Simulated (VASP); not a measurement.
# LaC (P6_3/mmc) in VASP: a series of runs, part 2 of 2

VASP 6.6.1.

## Step 4: Single point, LDA

Contents of INCAR:

```
SYSTEM = LaC
PREC = Accurate
ENCUT = 520
EDIFF = 1E-6
ISMEAR = 0
SIGMA = 0.05
LREAL = .FALSE.
LASPH = .TRUE.
NELM = 100
ALGO = Normal
ISIF = 2
LWAVE = .FALSE.
LCHARG = .TRUE.
GGA = CA
LELF = .TRUE.
LVHAR = .TRUE.
NBANDS = 23
```

Contents of KPOINTS:

```
Automatic mesh
0
G
  10 10 6
  0 0 0
```

Contents of POSCAR:

```
LaC
1.0
    4.2461522391      0.0000000000      0.0000000000
   -2.1230761195      3.6772757074      0.0000000000
    0.0000000000      0.0000000000      5.8762440037
La C
2 2
Direct
    0.6666666667      0.3333333333      0.0626000000
    0.3333333333      0.6666666667      0.5626000000
    0.6666666667      0.3333333333      0.5626000000
    0.3333333333      0.6666666667      0.0626000000
```

Potentials or basis: VASP PAW LDA potentials, release 64 (La, C).

On the command line:

```console
cat potpaw_LDA.64/La/POTCAR potpaw_LDA.64/C/POTCAR > POTCAR
mpirun -np 1 vasp_std > vasp.out
```

OUTCAR:

```text
SYSTEM = LaC
   PREC = Accurate
   ENCUT = 520
   EDIFF = 1E-6
   ISMEAR = 0
   LREAL = .FALSE.
   LASPH = .TRUE.
   NELM = 100
   ISIF = 2
   GGA = CA

 ion  position               nearest neighbor table
   1  0.667  0.333  0.063-   4 2.45   4 2.45   4 2.45
   2  0.333  0.667  0.563-   3 2.45   3 2.45   3 2.45
   3  0.667  0.333  0.563-   2 2.45   2 2.45   2 2.45
   4  0.333  0.667  0.063-   1 2.45   1 2.45   1 2.45

  LATTYP: Found a hexagonal cell.
 ALAT       =     4.2461522391
 C/A-ratio  =     1.3838985681

  Lattice vectors:

 A1 = (   4.2461522391,   0.0000000000,   0.0000000000)
 A2 = (  -2.1230761195,   3.6772757074,   0.0000000000)
 A3 = (   0.0000000000,   0.0000000000,   5.8762440037)

Analysis of symmetry for initial positions (statically):
=====================================================================
 Subroutine PRICEL returns:
 Original cell was already a primitive cell.

 Routine SETGRP: Setting up the symmetry group for a
 hexagonal supercell.

 Subroutine GETGRP returns: Found 24 space group operations
 (whereof  6 operations were pure point group operations)
 out of a pool of 24 trial point group operations.

The static configuration has the point symmetry C_3v.
 The point group associated with its full space group is D_6h.

Analysis of symmetry for dynamics (positions and initial velocities):
=====================================================================
 Subroutine PRICEL returns:
 Original cell was already a primitive cell.

 Routine SETGRP: Setting up the symmetry group for a
 hexagonal supercell.

 Subroutine GETGRP returns: Found 24 space group operations
 (whereof  6 operations were pure point group operations)
 out of a pool of 24 trial point group operations.

The dynamic configuration has the point symmetry C_3v.
 The point group associated with its full space group is D_6h.

 Subroutine INISYM returns: Found 24 space group operations
 (whereof  6 operations are pure point group operations),
 and found     1 'primitive' translations

----------------------------------------------------------------------------------------

                                     Primitive cell

  volume of cell :      91.7533

  direct lattice vectors                    reciprocal lattice vectors
     4.246152239  0.000000000  0.000000000     0.235507336  0.135970224  0.000000000
    -2.123076119  3.677275707  0.000000000     0.000000000  0.271940447  0.000000000
     0.000000000  0.000000000  5.876244004     0.000000000  0.000000000  0.170176732

  length of vectors
     4.246152239  4.246152239  5.876244004     0.271940447  0.271940447  0.170176732

  position of ions in fractional coordinates (direct lattice)
     0.666666667  0.333333333  0.062600000
     0.333333333  0.666666667  0.562600000
     0.666666667  0.333333333  0.562600000
     0.333333333  0.666666667  0.062600000

  ion indices of the primitive-cell ions
   primitive index   ion index
                 1           1
                 2           2
                 3           3
                 4           4

----------------------------------------------------------------------------------------

 KPOINTS: Automatic mesh

Automatic generation of k-mesh.
 Grid dimensions read from file:
 generate k-points for:   10   10    6

 Generating k-lattice:

  Cartesian coordinates                     Fractional coordinates (reciprocal lattice)
     0.023550734  0.013597022  0.000000000     0.100000000  0.000000000  0.000000000
     0.000000000  0.027194045  0.000000000     0.000000000  0.100000000  0.000000000
     0.000000000  0.000000000  0.028362789     0.000000000  0.000000000  0.166666667

  Length of vectors
     0.027194045  0.027194045  0.028362789

  Shift w.r.t. Gamma in fractional coordinates (k-lattice)
     0.000000000  0.000000000  0.000000000

 Subroutine IBZKPT returns following result:
 ===========================================

 Found     56 irreducible k-points:

 Following reciprocal coordinates:
            Coordinates               Weight
  0.000000  0.000000  0.000000      1.000000
  0.100000  0.000000  0.000000      6.000000
  0.200000  0.000000  0.000000      6.000000
  0.300000 -0.000000  0.000000      6.000000
  0.400000  0.000000  0.000000      6.000000
  0.500000  0.000000  0.000000      3.000000
[... 16 lines left out ...]
  0.300000  0.100000  0.166667     24.000000
  0.400000  0.100000  0.166667     24.000000
 [... further k-points ...]
   k-points           NKPTS =     56   k-points in BZ     NKDIM =     56   number of bands    NBANDS=     23
   number of dos      NEDOS =    301   number of ions     NIONS =      4
   total plane-waves  NPLWV =  49152
   dimension x,y,z NGX =    32 NGY =   32 NGZ =   48
   dimension x,y,z NGXF=    64 NGYF=   64 NGZF=   96
   ions per type =               2   2
   NGX,Y,Z   is equivalent  to a cutoff of  12.53, 12.53, 13.58 a.u.
   NGXF,Y,Z  is equivalent  to a cutoff of  25.06, 25.06, 27.16 a.u.
 SYSTEM =  LaC
   PREC   = accura    normal or accurate (medium, high low for compatibility)
   ISTART =      0    job   : 0-new  1-cont  2-samecut
   ICHARG =      2    charge: 1-file 2-atom 10-const
   ISPIN  =      1    spin polarized calculation?
   LNONCOLLINEAR =      F non collinear calculations
   LSORBIT =      F    spin-orbit coupling
   LASPH  =      T    aspherical Exc in radial PAW
   ENCUT  =  520.0 eV  38.22 Ry    6.18 a.u.   7.90  7.90 10.93*2*pi/ulx,y,z
   NELM   =    100;   NELMIN=  2; NELMDL= -5     # of ELM steps
   EDIFF  = 0.1E-05   stopping-criterion for ELM
   LREAL  =      F    real-space projection
   EDIFFG = 0.1E-04   stopping-criterion for IOM
   NSW    =      0    number of steps for IOM
   IBRION =     -1    ionic relax: 0-MD 1-quasi-New 2-CG
   NFREE  =      0    steps in history (QN), initial steepest desc. (CG)
   ISIF   =      2    stress and relaxation
   ISYM   =      2    0-nonsym 1-usesym 2-fastsym
   POTIM  = 0.5000    time-step for ionic-motion
   TEBEG  =    0.0;   TEEND  =   0.0 temperature during run
   PSTRESS=    0.0 pullay stress
   NELECT =      30.0000    total number of electrons
   NUPDOWN=      -1.0000    fix difference up-down
   EMIN   =  10.00;   EMAX   =-10.00  energy-range for DOS
   EFERMI =   0.00;   METHOD = LEGACY
   ISMEAR =     0;   SIGMA  =   0.05  broadening in eV -4-tet -1-fermi 0-gaus
   EFERMI_NEDOS =   21; number of points for ismear=-14 and -15
   IALGO  =     38    algorithm
   IMIX   =      4    mixing-type and parameters
     AMIX     =   0.40;   BMIX     =  1.00
     AMIX_MAG =   1.60;   BMIX_MAG =  1.00
  volume/ion in A,a.u.               =      22.94       154.80
  Fermi-wavevector in a.u.,A,eV,Ry     =   1.127824  2.131279 17.306438  1.271987
  Thomas-Fermi vector in A             =   2.264512
   LORBIT       =      0    0 simple, 1 ext, 2 COOP (PROOUT), +10 PAW based schemes
   GGA     = CA    functional components
   LHFCALC =     F    Hartree Fock is set to
   AEXX    =    0.0000 exact exchange contribution
   IVDW    =     0    specifies the selected vdW correction
   LEPSILON=     F    determine dielectric tensor
   LRPA    =     F    only Hartree local field effects (RPA)
 non-spin polarized calculation
 Gauss-broadening in eV      SIGMA  =   0.05
  energy-cutoff  :      520.00
  volume of cell :       91.75
 maximum number of plane-waves:      2494
 NGX is ok and might be reduce to    32
   NGX = 15   NGY = 15   NGZ = 21

 number of electron      30.0000001 magnetization

 Free energy of the ion-electron system (eV)
  ---------------------------------------------------
  ext. energy  EPLUGINS =         0.00000000
  ---------------------------------------------------
  free energy    TOTEN  =       -29.39208153 eV

  energy without entropy =      -29.38904194  energy(sigma->0) =      -29.39056173

 E-fermi :   5.8247     XC(G=0):  -9.8622

 val. band max:        5.8058435581   @ k =   0.4000   0.0000   0.0000
 cond. band min:       5.8274908901   @ k =   0.2000   0.2000   0.3333
 fundamental gap:      0.0216473320
 Fermi energy:         5.8247133806

 k-point     1 :       0.0000    0.0000    0.0000
  band No.  band energies     occupation
      1     -25.3208      2.00000
      2     -25.1421      2.00000
      3      -9.6730      2.00000
      4      -9.1278      2.00000
      5      -9.1278      2.00000
      6      -8.8604      2.00000
[... 613 lines left out ...]
     22       9.1714      0.00000
     23       9.3035      0.00000

 [... further k-points ...]

------------------------ aborting loop because EDIFF is reached ----------------------------------------

  FORCE on cell =-STRESS in cart. coord.  units (eV):
  Direction    XX          YY          ZZ          XY          YZ          ZX
  --------------------------------------------------------------------------------------
  -------------------------------------------------------------------------------------
  Total       -2.5654618     -2.5654618     -2.5324594     -0.0000000     -0.0000000      0.0000000
  in kB      -44.7975801    -44.7975801    -44.2213002     -0.0000000     -0.0000000      0.0000000
  external PRESSURE =     -44.6054868 kB  Pullay stress =       0.0000000 kB

 VOLUME and BASIS-vectors are now :
 -----------------------------------------------------------------------------
  energy-cutoff  :      520.00
  volume of cell :       91.75
      direct lattice vectors                 reciprocal lattice vectors
     4.246152239  0.000000000  0.000000000     0.235507336  0.135970224  0.000000000
    -2.123076119  3.677275707  0.000000000     0.000000000  0.271940447  0.000000000
     0.000000000  0.000000000  5.876244004     0.000000000  0.000000000  0.170176732

 POSITION                                       TOTAL-FORCE (eV/Angst)
 -----------------------------------------------------------------------------------
      2.12308      1.22576      0.36785        -0.000000     -0.000000     -0.000000
     -0.00000      2.45152      3.30597         0.000000      0.000000     -0.000000
      2.12308      1.22576      3.30597        -0.000000      0.000000     -0.000000
     -0.00000      2.45152      0.36785         0.000000      0.000000      0.000000
 -----------------------------------------------------------------------------------
    total drift:                                0.000000     -0.000000     -0.000000

  FREE ENERGIE OF THE ION-ELECTRON SYSTEM (eV)
  ---------------------------------------------------
  free  energy   TOTEN  =       -29.3920815277 eV

  energy  without entropy=      -29.3890419351  energy(sigma->0) =      -29.39056173
```

stdout:

```text
POSCAR found type information on POSCAR LaC
 POSCAR found :  2 types and       4 ions
 scaLAPACK will be used
 LDA part: xc-table for (Slater(with rela. corr.)+CA(PZ))
 , standard interpolation
 POSCAR, INCAR and KPOINTS ok, starting setup
 FFT: planning ... GRIDC
 FFT: planning ... GRID_SOFT
 FFT: planning ... GRID
 WAVECAR not read
 entering main loop
```

It took 48 s on 1 thread of Intel Xeon 6975P-C (Granite Rapids), shared host; peak memory 0.26 GiB.

What came out:

* Free energy: -29.3921 eV
* Pressure: -4.5 GPa
* Band gap on the k mesh: zero (bands 15 and 16 overlap by 1.77 eV)

Levels at points of the mesh, in eV from the Fermi level:
```
           k point  band 13  band 14  band 15  band 16  band 17  band 18
(0.00, 0.00, 0.00)    -1.20    -1.20     0.17     0.21     1.74     2.52
(0.50, 0.00, 0.00)    -0.59    -0.42     0.23     0.49     1.75     1.96
(0.00, 0.00, 0.50)    -1.55    -1.55    -1.13    -1.13     2.53     2.53
(0.50, 0.00, 0.50)    -0.75    -0.75     0.24     0.24     2.44     2.44
```

Caveat: the cell stands under tension; spin-orbit coupling is left out, which moves the levels of the heavy elements.

## Step 5: Single point, r2SCAN

POSCAR is that of step 4.

Contents of INCAR.step1:

```
  PREC = Accurate
  ENCUT = 520
  ISMEAR = 0
  SIGMA = 0.05
  LREAL = F
  LASPH = T
  NELM = 100
  NBANDS = 23
  GGA = PE
  ALGO = Normal
  EDIFF = 1E-4
  LWAVE = T
  LCHARG = F
```

Contents of INCAR.step2:

```
  PREC = Accurate
  ENCUT = 520
  EDIFF = 1E-7
  ISMEAR = 0
  SIGMA = 0.05
  LREAL = F
  LASPH = T
  NELM = 100
  ALGO = Normal
  ISIF = 2
  LWAVE = F
  LCHARG = T
  METAGGA = R2SCAN
  LMIXTAU = T
  LELF = T
  LVHAR = T
  NBANDS = 23
  ISTART = 1
```

Contents of KPOINTS:

```
regular mesh
0
Gamma
  10 10 6
```

Potentials or basis: VASP PAW PBE potentials, release 64 (La, C).

On the command line:

```console
cat potpaw_PBE.64/La/POTCAR potpaw_PBE.64/C/POTCAR > POTCAR
cp INCAR.step1 INCAR
mpirun -np 1 vasp_std > vasp.out
cp INCAR.step2 INCAR
mpirun -np 1 vasp_std > vasp.out
```

Wall time 4.7 min (1 thread of Intel Xeon 6975P-C (Granite Rapids), shared host); peak memory 0.31 GiB.

The run converged. Its results:

```
Free energy            : -78.2377 eV
Pressure               : -0.3 GPa
Band gap on the k mesh : zero (bands 15 and 16 overlap by 1.94 eV)
```

Levels at points of the mesh, in eV from the Fermi level:
| k point | band 13 | band 14 | band 15 | band 16 | band 17 | band 18 |
| --- | --- | --- | --- | --- | --- | --- |
| (0.00, 0.00, 0.00) | -1.29 | -1.29 | 0.12 | 0.19 | 2.18 | 2.97 |
| (0.50, 0.00, 0.00) | -0.60 | -0.48 | 0.26 | 0.51 | 2.11 | 2.32 |
| (0.00, 0.00, 0.50) | -1.64 | -1.64 | -1.17 | -1.17 | 3.01 | 3.01 |
| (0.50, 0.00, 0.50) | -0.79 | -0.79 | 0.26 | 0.26 | 2.87 | 2.87 |

Caveat: the PAW data sets were made with another functional, which shifts forces and pressure a little; spin-orbit coupling is left out, which moves the levels of the heavy elements.

## Step 6: Overview

```csv
level,potentials or basis,gap on the mesh (eV),pressure (GPa)
PBE,"VASP PAW PBE potentials, release 64 (La, C)",none,-0.1
PBEsol,"VASP PAW PBE potentials, release 64 (La, C)",none,-2.8
LDA,"VASP PAW LDA potentials, release 64 (La, C)",none,-4.5
r2SCAN,"VASP PAW PBE potentials, release 64 (La, C)",none,-0.3
```

Alike in all rows: task single point; no spin polarisation; cell a = 4.246, b = 4.246, c = 5.876 Å, angles 90.0, 90.0, 120.0°, 4 atoms; k mesh 10 × 10 × 6; cutoff (eV) 520; smearing gaussian 0.05 eV.

Caveats: spin-orbit coupling is left out, which moves the levels of the heavy elements; the PAW data sets were made with another functional, which shifts forces and pressure a little (at least some runs); the cell stands under tension (at least some runs).

Total energies depend on the potentials used, so only differences within one code and one set of settings carry meaning.
